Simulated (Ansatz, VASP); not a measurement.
## AlN: VASP beside Ansatz

Contents of INCAR:

```
SYSTEM = AlN
PREC = Accurate
ENCUT = 520
EDIFF = 1E-6
ISMEAR = 0
SIGMA = 0.05
LREAL = .FALSE.
LASPH = .TRUE.
NELM = 100
ALGO = Normal
ISIF = 2
LWAVE = .FALSE.
LCHARG = .FALSE.
GGA = PS
NBANDS = 26
```

KPOINTS

```
regular mesh
0
G
  6 6 6
  0 0 0
```

File POSCAR:

```
AlN
1.0
    4.3771405283      0.0000000000      0.0000000000
    0.0000000000     -4.3771405283      0.0000000000
    0.0000000000      0.0000000000     -4.3771405283
Al N
4 4
Direct
   -0.0407094330     -0.0575718322     -0.0407094330
    0.5000000000      0.5000000000      0.0000000000
    0.5000000000      0.0000000000      0.5000000000
    0.0000000000      0.5000000000      0.5000000000
    0.7500000000      0.7500000000      0.7500000000
    0.2500000000      0.2500000000      0.7500000000
    0.2500000000      0.7500000000      0.2500000000
    0.7500000000      0.2500000000      0.2500000000
```

Input for Ansatz:

```yaml
crystal:
  lattice:
    - [4.3771405283, 0.0, 0.0]
    - [0.0, -4.3771405283, 0.0]
    - [0.0, 0.0, -4.3771405283]
  atoms:
    - { symbol: Al, position: [-0.040709433, -0.0575718322, -0.040709433] }
    - { symbol: Al, position: [0.5, 0.5, 0.0] }
    - { symbol: Al, position: [0.5, 0.0, 0.5] }
    - { symbol: Al, position: [0.0, 0.5, 0.5] }
    - { symbol: "N", position: [0.75, 0.75, 0.75] }
    - { symbol: "N", position: [0.25, 0.25, 0.75] }
    - { symbol: "N", position: [0.25, 0.75, 0.25] }
    - { symbol: "N", position: [0.75, 0.25, 0.25] }
basis:
  ecutwfc: 420
kpoints:
  mp_grid: { grid: [6, 6, 6] }
hamiltonian:
  xc: pbesol
  pseudopotentials: { kind: paw, azcp: { folder: soft_1 } }
scf:
  occupations: { method: gaussian, width: 0.05 }
output:
  forces: true
  stress: true
  eigenvalues: true
```

Alike in both runs: task single point; functional PBEsol; k mesh 6 × 6 × 6; occupations gaussian, width 0.05 eV; no spin polarisation.

|  | VASP | Ansatz |
| --- | --- | --- |
| version | VASP 6.6.1 | Ansatz 0.2.0 |
| potentials or method | VASP PAW PBE potentials, release 64 (Al, N), cutoff 520 eV | scalar-relativistic, plane waves, PAW |
| valence electrons in the cell | 32 | 32 |

```csv
,VASP,Ansatz,Ansatz less VASP
gap on the k mesh at the Fermi level (eV),2.32,2.32,+0.007
least direct gap on the mesh (eV),2.32,2.32,+0.007
pressure (GPa),7.0,6.9,-0.13
"traceless stress, the component that is largest in VASP (GPa)",-9.74,-9.59,+0.152
rms of the force components (eV/Å),3.538,3.505,-0.0332
```

VASP's potentials were made for PBE, not for PBEsol, and Ansatz warns of the same on its side. Atom by atom the forces differ by 0.035 eV/Å (rms over components).
